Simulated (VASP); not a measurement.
# MgIn2N2 (R-3m) in VASP: a series of runs, part 2 of 2

VASP 6.6.1.

## Step 3: Single point, LDA

INCAR

```
SYSTEM = MgIn2N2
PREC = Accurate
ENCUT = 520
EDIFF = 1E-6
ISMEAR = 0
SIGMA = 0.01
LREAL = .FALSE.
LASPH = .TRUE.
NELM = 60
ALGO = Normal
ISIF = 2
LWAVE = .FALSE.
LCHARG = .TRUE.
LELF = .TRUE.
LVHAR = .TRUE.
NBANDS = 27
```

KPOINTS

```
regular mesh
0
G
  6 6 6
  0 0 0
```

POSCAR

```
MgIn2N2
1.0
    1.6315273426      0.9419623625      7.5793744899
   -1.6315273426      0.9419623625      7.5793744899
    0.0000000000     -1.8839257010      7.5793744898
Mg In N
1 2 2
Direct
    0.0000000000      0.0000000000      0.0000000000
    0.4395537396      0.4395537396      0.4395537395
    0.5604462604      0.5604462604      0.5604462605
    0.2768335839      0.2768335839      0.2768335840
    0.7231664161      0.7231664161      0.7231664160
```

Potentials or basis: VASP PAW LDA potentials, release 64 (Mg, In_d, N).

Command:

```
$ cat potpaw_LDA.64/Mg/POTCAR potpaw_LDA.64/In_d/POTCAR potpaw_LDA.64/N/POTCAR > POTCAR
$ mpirun -np 1 vasp_std > vasp.out
```

OUTCAR:

```text
SYSTEM = MgIn2N2
   PREC = Accurate
   ENCUT = 520
   EDIFF = 1E-6
   ISMEAR = 0
   LREAL = .FALSE.
   LASPH = .TRUE.
   NELM = 60
   ISIF = 2

 ion  position               nearest neighbor table
   1  0.000  0.000  0.000-   5 2.28   4 2.28   5 2.28   5 2.28   4 2.28   4 2.28   2 3.06   3 3.06
                             2 3.06   3 3.06   2 3.06   3 3.06
   2  0.440  0.440  0.440-   5 2.20   5 2.20   5 2.20   3 2.75   1 3.06   1 3.06   1 3.06
   3  0.560  0.560  0.560-   4 2.20   4 2.20   4 2.20   2 2.75   1 3.06   1 3.06   1 3.06
   4  0.277  0.277  0.277-   3 2.20   3 2.20   3 2.20   1 2.28   1 2.28   1 2.28
   5  0.723  0.723  0.723-   2 2.20   2 2.20   2 2.20   1 2.28   1 2.28   1 2.28

  LATTYP: Found a trigonal (rhomboedric) cell.
 ALAT       =     7.8099995019
 COS(alpha) =     0.9127196064

  Lattice vectors:

 A1 = (   1.6315273426,   0.9419623625,   7.5793744899)
 A2 = (  -1.6315273426,   0.9419623625,   7.5793744899)
 A3 = (   0.0000000000,  -1.8839257010,   7.5793744898)

Analysis of symmetry for initial positions (statically):
=====================================================================
 Subroutine PRICEL returns:
 Original cell was already a primitive cell.

 Routine SETGRP: Setting up the symmetry group for a
 trigonal (rhombohedral) supercell.

 Subroutine GETGRP returns: Found 12 space group operations
 (whereof 12 operations were pure point group operations)
 out of a pool of 12 trial point group operations.

The static configuration has the point symmetry D_3d.

Analysis of symmetry for dynamics (positions and initial velocities):
=====================================================================
 Subroutine PRICEL returns:
 Original cell was already a primitive cell.

 Routine SETGRP: Setting up the symmetry group for a
 trigonal (rhombohedral) supercell.

 Subroutine GETGRP returns: Found 12 space group operations
 (whereof 12 operations were pure point group operations)
 out of a pool of 12 trial point group operations.

The dynamic configuration has the point symmetry D_3d.

 Subroutine INISYM returns: Found 12 space group operations
 (whereof 12 operations are pure point group operations),
 and found     1 'primitive' translations

----------------------------------------------------------------------------------------

                                     Primitive cell

  volume of cell :      69.8896

  direct lattice vectors                    reciprocal lattice vectors
     1.631527343  0.941962362  7.579374490     0.306461306  0.176935529  0.043979011
    -1.631527343  0.941962362  7.579374490    -0.306461306  0.176935529  0.043979011
     0.000000000 -1.883925701  7.579374490     0.000000000 -0.353871058  0.043978988

  length of vectors
     7.809999502  7.809999502  7.809999597     0.356593420  0.356593420  0.356593434

  position of ions in fractional coordinates (direct lattice)
     0.000000000  0.000000000  0.000000000
     0.439553740  0.439553740  0.439553739
     0.560446260  0.560446260  0.560446261
     0.276833584  0.276833584  0.276833584
     0.723166416  0.723166416  0.723166416

  ion indices of the primitive-cell ions
   primitive index   ion index
                 1           1
                 2           2
                 3           3
                 4           4
                 5           5

[... 32 lines left out ...]
  0.166667  0.166667 -0.000000      6.000000
  0.333333  0.166667 -0.000000     12.000000
[... 16 lines left out ...]
  0.500000  0.500000  0.166667      6.000000
 -0.333333  0.500000  0.166667     12.000000
 [... further k-points ...]
   k-points           NKPTS =     32   k-points in BZ     NKDIM =     32   number of bands    NBANDS=     27
   number of dos      NEDOS =    301   number of ions     NIONS =      5
   total plane-waves  NPLWV = 216000
   dimension x,y,z NGX =    60 NGY =   60 NGZ =   60
   dimension x,y,z NGXF=   120 NGYF=  120 NGZF=  120
   ions per type =               1   2   2
   NGX,Y,Z   is equivalent  to a cutoff of  12.77, 12.77, 12.77 a.u.
   NGXF,Y,Z  is equivalent  to a cutoff of  25.54, 25.54, 25.54 a.u.
 SYSTEM =  MgIn2N2
   PREC   = accura    normal or accurate (medium, high low for compatibility)
   ISTART =      0    job   : 0-new  1-cont  2-samecut
   ICHARG =      2    charge: 1-file 2-atom 10-const
   ISPIN  =      1    spin polarized calculation?
   LNONCOLLINEAR =      F non collinear calculations
   LSORBIT =      F    spin-orbit coupling
   LASPH  =      T    aspherical Exc in radial PAW
   ENCUT  =  520.0 eV  38.22 Ry    6.18 a.u.  14.52 14.52 14.52*2*pi/ulx,y,z
   NELM   =     60;   NELMIN=  2; NELMDL= -5     # of ELM steps
   EDIFF  = 0.1E-05   stopping-criterion for ELM
   LREAL  =      F    real-space projection
   EDIFFG = 0.1E-04   stopping-criterion for IOM
   NSW    =      0    number of steps for IOM
   IBRION =     -1    ionic relax: 0-MD 1-quasi-New 2-CG
   NFREE  =      0    steps in history (QN), initial steepest desc. (CG)
   ISIF   =      2    stress and relaxation
   ISYM   =      2    0-nonsym 1-usesym 2-fastsym
   POTIM  = 0.5000    time-step for ionic-motion
   TEBEG  =    0.0;   TEEND  =   0.0 temperature during run
   PSTRESS=    0.0 pullay stress
   NELECT =      38.0000    total number of electrons
   NUPDOWN=      -1.0000    fix difference up-down
   EMIN   =  10.00;   EMAX   =-10.00  energy-range for DOS
   EFERMI =   0.00;   METHOD = LEGACY
   ISMEAR =     0;   SIGMA  =   0.01  broadening in eV -4-tet -1-fermi 0-gaus
   EFERMI_NEDOS =   21; number of points for ismear=-14 and -15
   IALGO  =     38    algorithm
   IMIX   =      4    mixing-type and parameters
     AMIX     =   0.40;   BMIX     =  1.00
     AMIX_MAG =   1.60;   BMIX_MAG =  1.00
  volume/ion in A,a.u.               =      13.98        94.33
  Fermi-wavevector in a.u.,A,eV,Ry     =   1.336181  2.525015 24.291548  1.785378
  Thomas-Fermi vector in A             =   2.464827
   LORBIT       =      0    0 simple, 1 ext, 2 COOP (PROOUT), +10 PAW based schemes
   GGA     = CA    functional components
   LHFCALC =     F    Hartree Fock is set to
   AEXX    =    0.0000 exact exchange contribution
   IVDW    =     0    specifies the selected vdW correction
   LEPSILON=     F    determine dielectric tensor
   LRPA    =     F    only Hartree local field effects (RPA)
 non-spin polarized calculation
 Gauss-broadening in eV      SIGMA  =   0.01
  energy-cutoff  :      520.00
  volume of cell :       69.89
 maximum number of plane-waves:      1910
 NGX is ok and might be reduce to    60
   NGX = 29   NGY = 29   NGZ = 29

 number of electron      38.0000001 magnetization

 Free energy of the ion-electron system (eV)
  ---------------------------------------------------
  ext. energy  EPLUGINS =         0.00000000
  ---------------------------------------------------
  free energy    TOTEN  =       -28.14918979 eV

  energy without entropy =      -28.14918979  energy(sigma->0) =      -28.14918979

 E-fermi :   7.1434     XC(G=0): -11.4751

 val. band max:        7.0559021424   @ k =   0.5000   0.5000   0.5000
 cond. band min:       7.5277791772   @ k =   0.5000   0.5000   0.5000
 fundamental gap:      0.4718770348
 Fermi energy:         7.1434300392

 k-point     1 :       0.0000    0.0000    0.0000
  band No.  band energies     occupation
      1      -7.7571      2.00000
      2      -7.2823      2.00000
      3      -6.9963      2.00000
      4      -6.7603      2.00000
      5      -6.7603      2.00000
      6      -6.7360      2.00000
[... 709 lines left out ...]
     26      15.6380      0.00000
     27      16.0513      0.00000

 [... further k-points ...]

------------------------ aborting loop because EDIFF is reached ----------------------------------------

  FORCE on cell =-STRESS in cart. coord.  units (eV):
  Direction    XX          YY          ZZ          XY          YZ          ZX
  --------------------------------------------------------------------------------------
  -------------------------------------------------------------------------------------
  Total       -0.1405155     -0.1405155     -0.1013932      0.0000000      0.0000000      0.0000000
  in kB       -3.2212326     -3.2212322     -2.3243768      0.0000000      0.0000001      0.0000000
  external PRESSURE =      -2.9222805 kB  Pullay stress =       0.0000000 kB

 VOLUME and BASIS-vectors are now :
 -----------------------------------------------------------------------------
  energy-cutoff  :      520.00
  volume of cell :       69.89
      direct lattice vectors                 reciprocal lattice vectors
     1.631527343  0.941962362  7.579374490     0.306461306  0.176935529  0.043979011
    -1.631527343  0.941962362  7.579374490    -0.306461306  0.176935529  0.043979011
     0.000000000 -1.883925701  7.579374490     0.000000000 -0.353871058  0.043978988

 POSITION                                       TOTAL-FORCE (eV/Angst)
 -----------------------------------------------------------------------------------
      0.00000      0.00000      0.00000         0.000000     -0.000000     -0.000000
      0.00000     -0.00000      9.99463         0.000000      0.000000     -0.034473
      0.00000     -0.00000     12.74350         0.000000     -0.000000      0.034473
      0.00000     -0.00000      6.29468         0.000000     -0.000000      0.080928
      0.00000     -0.00000     16.44345         0.000000      0.000000     -0.080928
 -----------------------------------------------------------------------------------
    total drift:                                0.000000     -0.000000     -0.000000

  FREE ENERGIE OF THE ION-ELECTRON SYSTEM (eV)
  ---------------------------------------------------
  free  energy   TOTEN  =       -28.1491897916 eV

  energy  without entropy=      -28.1491897916  energy(sigma->0) =      -28.14918979
```

Run time: 2.4 min. Hardware: 1 thread of AMD EPYC 9R45 (Zen 5), shared host; peak memory 0.36 GiB.

Results:

- Free energy: -28.1492 eV
- Pressure: -0.3 GPa
- Largest force: 0.081 eV/Å
- Band gap on the k mesh: 0.47 eV, direct

Forces in eV/Å, atoms in the order of the input:
```
Mg   0.000  0.000  0.000
In   0.000  0.000 -0.034
In   0.000  0.000  0.034
N    0.000  0.000  0.081
N    0.000  0.000 -0.081
```

Stress tensor (GPa, compression positive):
```
-0.32  0.00  0.00
 0.00 -0.32  0.00
 0.00  0.00 -0.23
```

Caveat: spin-orbit coupling is left out, which moves the levels of the heavy elements.

## Step 4: Single point, LDA

INCAR

```
SYSTEM = MgIn2N2
ALGO = Normal
EDIFF = 1E-6
ENCUT = 520
GGA = CA
ISIF = 2
ISMEAR = 0
LASPH = .TRUE.
LCHARG = .FALSE.
LREAL = .FALSE.
LWAVE = .FALSE.
NBANDS = 27
NELM = 100
PREC = Accurate
SIGMA = 0.01
```

KPOINTS

```
k-points
0
G
  6 6 6
  0 0 0
```

POSCAR

```
MgIn2N2
1.0
    1.6315175486      0.9419567080      7.5794559869
   -1.6315175486      0.9419567080      7.5794559869
    0.0000000000     -1.8839143919      7.5794559868
Mg In N
1 2 2
Direct
    0.0000000000      0.0000000000      0.0000000000
    0.4395383651      0.4395383651      0.4395383650
    0.5604616349      0.5604616349      0.5604616350
    0.2768527704      0.2768527704      0.2768527705
    0.7231472296      0.7231472296      0.7231472295
```

Command:

```
$ cat potpaw_LDA.64/Mg/POTCAR potpaw_LDA.64/In_d/POTCAR potpaw_LDA.64/N/POTCAR > POTCAR
$ mpirun -np 1 vasp_std > vasp.out
```

Run time: 2.4 min. Hardware: 1 thread of AMD EPYC 9R45 (Zen 5), shared host; peak memory 0.36 GiB.

It converged, with:

- Free energy: -28.1493 eV
- Pressure: -0.3 GPa
- Largest force: 0.078 eV/Å
- Band gap on the k mesh: 0.47 eV, direct

Forces on the atoms (eV/Å):
```
Mg   0.000  0.000  0.000
In   0.000  0.000 -0.030
In   0.000  0.000  0.030
N    0.000  0.000  0.078
N    0.000  0.000 -0.078
```

Stress tensor (GPa, compression positive):
```
-0.32  0.00  0.00
 0.00 -0.32  0.00
 0.00  0.00 -0.24
```

Levels at points of the mesh, in eV from the valence-band top:
| k point | band 16 | band 17 | band 18 | band 19 | band 20 | band 21 | band 22 | band 23 |
| --- | --- | --- | --- | --- | --- | --- | --- | --- |
| (0.00, 0.00, 0.00) | -0.63 | -0.63 | -0.32 | -0.32 | 2.20 | 3.40 | 5.86 | 9.16 |
| (0.50, 0.00, 0.00) | -2.80 | -1.74 | -1.44 | -0.74 | 2.31 | 3.11 | 3.72 | 6.62 |
| (0.50, 0.50, 0.00) | -2.38 | -1.85 | -1.67 | -1.30 | 1.29 | 4.12 | 4.60 | 6.58 |
| (0.50, 0.50, 0.50) | -0.66 | -0.29 | -0.29 | 0.00 | 0.47 | 3.64 | 6.48 | 9.46 |

Caveat: spin-orbit coupling is left out, which moves the levels of the heavy elements.
